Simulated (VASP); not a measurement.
# Si (P6/mmm) in VASP: notebook

The runs below take Si through single point, with LDA.

Program: VASP 6.6.1. These are calculated values, not measurements. Logs are shortened: lines on timing, memory, paths and dates and some standing lists are left out, and cuts for length are marked.

## Step 1: The cell of the first run

It takes space group P6/mmm (No. 191, hexagonal). Conventional cell: a = 2.674 Å, b = 2.674 Å, c = 2.533 Å, α = 90.00°, β = 90.00°, γ = 120.00°. Si (site symmetry 6/mmm) has 8 Si at 2.53 to 2.67 Å within 3.3 Å.

## Step 2: Single point, LDA (strain +0.025 along x and y, +0.025 along z)

INCAR reads:

```
SYSTEM = Si
ALGO = Normal ; EDIFF = 1E-7
ENCUT = 520 ; ISIF = 2
ISMEAR = 0 ; LASPH = .TRUE.
LCHARG = .FALSE. ; LREAL = .FALSE.
LWAVE = .FALSE. ; NBANDS = 8
NELM = 100 ; PREC = Accurate
SIGMA = 0.15
```

KPOINTS reads:

```
k-points
0
G
  24 24 24
  0 0 0
```

POSCAR reads:

```
Si
1.0
    2.6737037129      0.0000000000      0.0000000000
   -1.3368518564      2.3154953375      0.0000000000
    0.0000000000      0.0000000000      2.5325302362
Si
1
Direct
    0.0000000000      0.0000000000      0.0000000000
```

Potentials or basis: VASP PAW LDA potentials, release 64 (Si).

The run is started by

```
cat potpaw_LDA.64/Si/POTCAR > POTCAR
mpirun -np 1 vasp_std > vasp.out
```

OUTCAR:

```text
SYSTEM = Si
   EDIFF = 1E-7
   ENCUT = 520
   ISIF = 2
   ISMEAR = 0
   LASPH = .TRUE.
   LREAL = .FALSE.
   NELM = 100
   PREC = Accurate

 ion  position               nearest neighbor table
   1  0.000  0.000  0.000-

  LATTYP: Found a hexagonal cell.
 ALAT       =     2.6737037129
 C/A-ratio  =     0.9471992816

  Lattice vectors:

 A1 = (   2.6737037129,   0.0000000000,   0.0000000000)
 A2 = (  -1.3368518564,   2.3154953375,   0.0000000000)
 A3 = (   0.0000000000,   0.0000000000,   2.5325302362)

Analysis of symmetry for initial positions (statically):
=====================================================================
 Subroutine PRICEL returns:
 Original cell was already a primitive cell.

 Routine SETGRP: Setting up the symmetry group for a
 hexagonal supercell.

 Subroutine GETGRP returns: Found 24 space group operations
 (whereof 24 operations were pure point group operations)
 out of a pool of 24 trial point group operations.

The static configuration has the point symmetry D_6h.

Analysis of symmetry for dynamics (positions and initial velocities):
=====================================================================
 Subroutine PRICEL returns:
 Original cell was already a primitive cell.

 Routine SETGRP: Setting up the symmetry group for a
 hexagonal supercell.

 Subroutine GETGRP returns: Found 24 space group operations
 (whereof 24 operations were pure point group operations)
 out of a pool of 24 trial point group operations.

The dynamic configuration has the point symmetry D_6h.

 Subroutine INISYM returns: Found 24 space group operations
 (whereof 24 operations are pure point group operations),
 and found     1 'primitive' translations

----------------------------------------------------------------------------------------

                                     Primitive cell

  volume of cell :      15.6788

  direct lattice vectors                    reciprocal lattice vectors
     2.673703713  0.000000000  0.000000000     0.374013020  0.215936518  0.000000000
    -1.336851856  2.315495337  0.000000000     0.000000000  0.431873035  0.000000000
     0.000000000  0.000000000  2.532530236     0.000000000  0.000000000  0.394862018

  length of vectors
     2.673703713  2.673703713  2.532530236     0.431873035  0.431873035  0.394862018

  position of ions in fractional coordinates (direct lattice)
     0.000000000  0.000000000  0.000000000

  ion indices of the primitive-cell ions
   primitive index   ion index
                 1           1

----------------------------------------------------------------------------------------

 KPOINTS: k-points

Automatic generation of k-mesh.
 Grid dimensions read from file:
 generate k-points for:   24   24   24

 Generating k-lattice:

  Cartesian coordinates                     Fractional coordinates (reciprocal lattice)
     0.015583876  0.008997355  0.000000000     0.041666667  0.000000000  0.000000000
     0.000000000  0.017994710  0.000000000     0.000000000  0.041666667  0.000000000
     0.000000000  0.000000000  0.016452584     0.000000000  0.000000000  0.041666667

  Length of vectors
     0.017994710  0.017994710  0.016452584

  Shift w.r.t. Gamma in fractional coordinates (k-lattice)
     0.000000000  0.000000000  0.000000000

 Subroutine IBZKPT returns following result:
 ===========================================

 Found    793 irreducible k-points:

 Following reciprocal coordinates:
            Coordinates               Weight
  0.000000  0.000000  0.000000      1.000000
  0.041667  0.000000  0.000000      6.000000
  0.083333 -0.000000  0.000000      6.000000
  0.125000 -0.000000  0.000000      6.000000
  0.166667  0.000000  0.000000      6.000000
  0.208333 -0.000000  0.000000      6.000000
[... 16 lines left out ...]
  0.416667  0.041667  0.000000     12.000000
  0.458333  0.041667  0.000000     12.000000
 [... further k-points ...]
   k-points           NKPTS =    793   k-points in BZ     NKDIM =    793   number of bands    NBANDS=      8
   number of dos      NEDOS =    301   number of ions     NIONS =      1
   total plane-waves  NPLWV =   8000
   dimension x,y,z NGX =    20 NGY =   20 NGZ =   20
   dimension x,y,z NGXF=    40 NGYF=   40 NGZF=   40
   ions per type =               1
   NGX,Y,Z   is equivalent  to a cutoff of  12.44, 12.44, 13.13 a.u.
   NGXF,Y,Z  is equivalent  to a cutoff of  24.87, 24.87, 26.26 a.u.
 SYSTEM =  Si
   PREC   = accura    normal or accurate (medium, high low for compatibility)
   ISTART =      0    job   : 0-new  1-cont  2-samecut
   ICHARG =      2    charge: 1-file 2-atom 10-const
   ISPIN  =      1    spin polarized calculation?
   LNONCOLLINEAR =      F non collinear calculations
   LSORBIT =      F    spin-orbit coupling
   LASPH  =      T    aspherical Exc in radial PAW
   ENCUT  =  520.0 eV  38.22 Ry    6.18 a.u.   4.97  4.97  4.71*2*pi/ulx,y,z
   NELM   =    100;   NELMIN=  2; NELMDL= -5     # of ELM steps
   EDIFF  = 0.1E-06   stopping-criterion for ELM
   LREAL  =      F    real-space projection
   EDIFFG = 0.1E-05   stopping-criterion for IOM
   NSW    =      0    number of steps for IOM
   IBRION =     -1    ionic relax: 0-MD 1-quasi-New 2-CG
   NFREE  =      0    steps in history (QN), initial steepest desc. (CG)
   ISIF   =      2    stress and relaxation
   ISYM   =      2    0-nonsym 1-usesym 2-fastsym
   POTIM  = 0.5000    time-step for ionic-motion
   TEBEG  =    0.0;   TEEND  =   0.0 temperature during run
   PSTRESS=    0.0 pullay stress
   NELECT =       4.0000    total number of electrons
   NUPDOWN=      -1.0000    fix difference up-down
   EMIN   =  10.00;   EMAX   =-10.00  energy-range for DOS
   EFERMI =   0.00;   METHOD = LEGACY
   ISMEAR =     0;   SIGMA  =   0.15  broadening in eV -4-tet -1-fermi 0-gaus
   EFERMI_NEDOS =   21; number of points for ismear=-14 and -15
   IALGO  =     38    algorithm
   IMIX   =      4    mixing-type and parameters
     AMIX     =   0.40;   BMIX     =  1.00
     AMIX_MAG =   1.60;   BMIX_MAG =  1.00
  volume/ion in A,a.u.               =      15.68       105.81
  Fermi-wavevector in a.u.,A,eV,Ry     =   1.038303  1.962109 14.668083  1.078074
  Thomas-Fermi vector in A             =   2.172781
   LORBIT       =      0    0 simple, 1 ext, 2 COOP (PROOUT), +10 PAW based schemes
   GGA     = CA    functional components
   LHFCALC =     F    Hartree Fock is set to
   AEXX    =    0.0000 exact exchange contribution
   IVDW    =     0    specifies the selected vdW correction
   LEPSILON=     F    determine dielectric tensor
   LRPA    =     F    only Hartree local field effects (RPA)
 non-spin polarized calculation
 Gauss-broadening in eV      SIGMA  =   0.15
  energy-cutoff  :      520.00
  volume of cell :       15.68
 maximum number of plane-waves:       438
 NGX is ok and might be reduce to    20
   NGX =  9   NGY =  9   NGZ =  9

 number of electron       4.0000000 magnetization

 Free energy of the ion-electron system (eV)
  ---------------------------------------------------
  ext. energy  EPLUGINS =         0.00000000
  ---------------------------------------------------
  free energy    TOTEN  =        -5.71230089 eV

  energy without entropy =       -5.70788307  energy(sigma->0) =       -5.71009198

 E-fermi :   8.8221     XC(G=0): -10.8837

 val. band max:        8.7983125964   @ k =   0.3750   0.2083   0.2500
 cond. band min:       8.8230518898   @ k =   0.3333   0.2500   0.3750
 fundamental gap:      0.0247392934
 Fermi energy:         8.8220890919

 k-point     1 :       0.0000    0.0000    0.0000
  band No.  band energies     occupation
      1      -4.7084      2.00000
      2      16.0995      0.00000
      3      16.2336      0.00000
      4      18.4525      0.00000
      5      18.4525      0.00000
      6      20.8696      0.00000
      7      20.8696      0.00000
      8      26.2246      0.00000

 k-point     2 :       0.0417    0.0000    0.0000
  band No.  band energies     occupation
      1      -4.6618      2.00000
      2      16.0297      0.00000
      3      16.1385      0.00000
      4      18.1436      0.00000
      5      18.1990      0.00000
      6      20.8211      0.00000
      7      21.2593      0.00000
      8      26.7320      0.00000

 k-point     3 :       0.0833   -0.0000    0.0000
  band No.  band energies     occupation
      1      -4.5219      2.00000
      2      15.3340      0.00000
      3      16.2552      0.00000
      4      17.5154      0.00000
      5      17.7373      0.00000
      6      20.7243      0.00000
      7      22.1296      0.00000
      8      27.5721      0.00000

 k-point     4 :       0.1250   -0.0000    0.0000
  band No.  band energies     occupation
      1      -4.2892      2.00000
      2      14.1676      0.00000
      3      16.4492      0.00000
      4      16.8395      0.00000
      5      17.3719      0.00000
      6      20.6679      0.00000
      7      23.2075      0.00000
      8      28.2262      0.00000

 k-point     5 :       0.1667    0.0000    0.0000
  band No.  band energies     occupation
      1      -3.9639      2.00000
      2      12.7562      0.00000
      3      16.1983      0.00000
      4      16.7197      0.00000
      5      17.0661      0.00000
      6      20.7235      0.00000
      7      24.4081      0.00000
      8      28.9688      0.00000

 k-point     6 :       0.2083   -0.0000    0.0000
  band No.  band energies     occupation
      1      -3.5467      2.00000
      2      11.2641      0.00000
      3      15.6177      0.00000
      4      16.7592      0.00000
      5      17.0655      0.00000
      6      20.9245      0.00000
      7      25.7014      0.00000
      8      29.6908      0.00000

 k-point     7 :       0.2500   -0.0000    0.0000
  band No.  band energies     occupation
      1      -3.0386      2.00000
      2       9.7689      0.00000
      3      15.1077      0.00000
      4      16.4459      0.00000
      5      17.4843      0.00000
      6      21.2718      0.00000
      7      27.0703      0.00000
      8      28.7434      0.00000

 k-point     8 :       0.2917   -0.0000    0.0000
  band No.  band energies     occupation
      1      -2.4407      2.00000
      2       8.3082      2.00000
      3      14.6728      0.00000
      4      16.1440      0.00000
      5      17.9722      0.00000
      6      21.7502      0.00000
      7      27.5747      0.00000
      8      28.4983      0.00000

 k-point     9 :       0.3333   -0.0000    0.0000
  band No.  band energies     occupation
      1      -1.7549      2.00000
      2       6.9022      2.00000
      3      14.3154      0.00000
      4      15.8732      0.00000
      5      18.5222      0.00000
      6      22.3410      0.00000
      7      26.4457      0.00000
      8      29.9351      0.00000

 k-point    10 :       0.3750   -0.0000    0.0000
  band No.  band energies     occupation
      1      -0.9844      2.00000
      2       5.5644      2.00000
      3      14.0365      0.00000
      4      15.6490      0.00000
      5      19.1200      0.00000
      6      23.0227      0.00000
      7      25.3853      0.00000
      8      29.1602      0.00000
[... 78 lines left out ...]
 k-point    18 :       0.2083    0.0417    0.0000
  band No.  band energies     occupation
      1      -3.2693      2.00000
      2      10.5366      0.00000
      3      14.5415      0.00000
      4      17.2945      0.00000
      5      17.3485      0.00000
      6      21.1747      0.00000
      7      26.0856      0.00000
      8      29.3216      0.00000

 k-point    19 :       0.2500    0.0417    0.0000
  band No.  band energies     occupation
      1      -2.7163      2.00000
      2       9.0603      0.02469
      3      14.0591      0.00000
      4      17.0870      0.00000
      5      17.7482      0.00000
      6      21.5659      0.00000
      7      27.4342      0.00000
      8      28.1583      0.00000

 k-point    20 :       0.2917    0.0417    0.0000
  band No.  band energies     occupation
      1      -2.0743      2.00000
      2       7.6274      2.00000
      3      13.6567      0.00000
      4      16.8291      0.00000
      5      18.2678      0.00000
      6      22.0880      0.00000
      7      27.0162      0.00000
      8      28.7742      0.00000

 k-point    21 :       0.3333    0.0417    0.0000
  band No.  band energies     occupation
      1      -1.3457      2.00000
      2       6.2554      2.00000
      3      13.3339      0.00000
      4      16.5996      0.00000
      5      18.8435      0.00000
      6      22.7183      0.00000
      7      25.9245      0.00000
      8      29.4079      0.00000

 k-point    22 :       0.3750    0.0417    0.0000
  band No.  band energies     occupation
      1      -0.5352      2.00000
      2       4.9571      2.00000
      3      13.0912      0.00000
      4      16.4156      0.00000
      5      19.4535      0.00000
      6      23.4288      0.00000
      7      24.9178      0.00000
      8      28.7073      0.00000

 k-point    23 :       0.4167    0.0417    0.0000
  band No.  band energies     occupation
      1       0.3439      2.00000
      2       3.7507      2.00000
      3      12.9290      0.00000
      4      16.2878      0.00000
      5      20.0436      0.00000
      6      24.0590      0.00000
      7      24.1679      0.00000
      8      27.8239      0.00000

 k-point    24 :       0.4583    0.0417    0.0000
  band No.  band energies     occupation
      1       1.2096      2.00000
      2       2.7208      2.00000
      3      12.8479      0.00000
      4      16.2225      0.00000
      5      20.4674      0.00000
      6      23.4996      0.00000
      7      24.7703      0.00000
      8      27.1283      0.00000

 [... further k-points ...]
[... 5 lines left out ...]
  --------------------------------------------------------------------------------------
  -------------------------------------------------------------------------------------
  Total       -0.6003100     -0.6003100     -0.8934933     -0.0000000     -0.0000000      0.0000000
  in kB      -61.3443148    -61.3443148    -91.3040546     -0.0000000     -0.0000000      0.0000000
  external PRESSURE =     -71.3308947 kB  Pullay stress =       0.0000000 kB

 VOLUME and BASIS-vectors are now :
 -----------------------------------------------------------------------------
  energy-cutoff  :      520.00
  volume of cell :       15.68
      direct lattice vectors                 reciprocal lattice vectors
     2.673703713  0.000000000  0.000000000     0.374013020  0.215936518  0.000000000
    -1.336851856  2.315495337  0.000000000     0.000000000  0.431873035  0.000000000
     0.000000000  0.000000000  2.532530236     0.000000000  0.000000000  0.394862018

 POSITION                                       TOTAL-FORCE (eV/Angst)
 -----------------------------------------------------------------------------------
      0.00000      0.00000      0.00000         0.000000      0.000000      0.000000
 -----------------------------------------------------------------------------------
    total drift:                               -0.000000     -0.000000      0.000000

  FREE ENERGIE OF THE ION-ELECTRON SYSTEM (eV)
  ---------------------------------------------------
  free  energy   TOTEN  =        -5.7123008941 eV

  energy  without entropy=       -5.7078830688  energy(sigma->0) =       -5.71009198
```

It took 28 s on 1 thread of Intel Xeon 6975P-C (Granite Rapids), shared host; peak memory 0.18 GiB.

Results:

```
Free energy            : -5.7123 eV
Pressure               : -7.1 GPa
Band gap on the k mesh : zero (band 2 reaches 16.10 eV, above the bottom of band 3 at 4.59 eV)
```

Caveat: the cell differs from its parent crystal (strain +0.025 along x and y, +0.025 along z).

## Step 3: Single point, LDA (strain +0.050 along x and y, +0.000 along z)

INCAR reads:

```
ALGO = Normal
EDIFF = 1E-6
ENCUT = 520
ISIF = 2
ISMEAR = 0
LASPH = True
LCHARG = True
LELF = True
LREAL = False
LVHAR = True
LWAVE = False
NBANDS = 8
NELM = 80
PREC = Accurate
SIGMA = 0.15
```

KPOINTS reads:

```
k-points
0
Gamma
  24 24 24
```

POSCAR reads:

```
Si
1.0
    2.7389159986      0.0000000000      0.0000000000
   -1.3694579993      2.3719708336      0.0000000000
    0.0000000000      0.0000000000      2.4707612060
Si
1
Direct
    0.0000000000      0.0000000000      0.0000000000
```

Potentials or basis: VASP PAW LDA potentials, release 64 (Si).

The run is started by

```
cat potpaw_LDA.64/Si/POTCAR > POTCAR
mpirun -np 1 vasp_std > vasp.out
```

Wall time 22 s (1 thread of Intel Xeon 6975P-C (Granite Rapids), shared host); peak memory 0.18 GiB.

The run converged. Its results:

```yaml
Free_energy: -5.6881 eV
Pressure: -8.4 GPa
Band_gap_on_the_k_mesh: zero (band 2 reaches 16.32 eV, above the bottom of band 3 at 4.31 eV)
```

Stress tensor (GPa, compression positive):
```
-10.41   0.00   0.00
  0.00 -10.41   0.00
  0.00   0.00  -4.41
```

Levels at points of the mesh, in eV from the Fermi level:
```csv
k point,band 1,band 2,band 3,band 4,band 5
"(0.00, 0.00, 0.00)",-13.31,7.79,8.56,8.56,8.56
"(0.50, 0.00, 0.00)",-7.72,-6.26,4.20,6.14,12.53
"(0.00, 0.00, 0.50)",-8.35,-6.55,12.07,12.07,14.41
"(0.50, 0.00, 0.50)",-2.30,-2.23,-1.98,1.86,7.85
```

Caveat: the cell differs from its parent crystal (strain +0.050 along x and y, +0.000 along z).
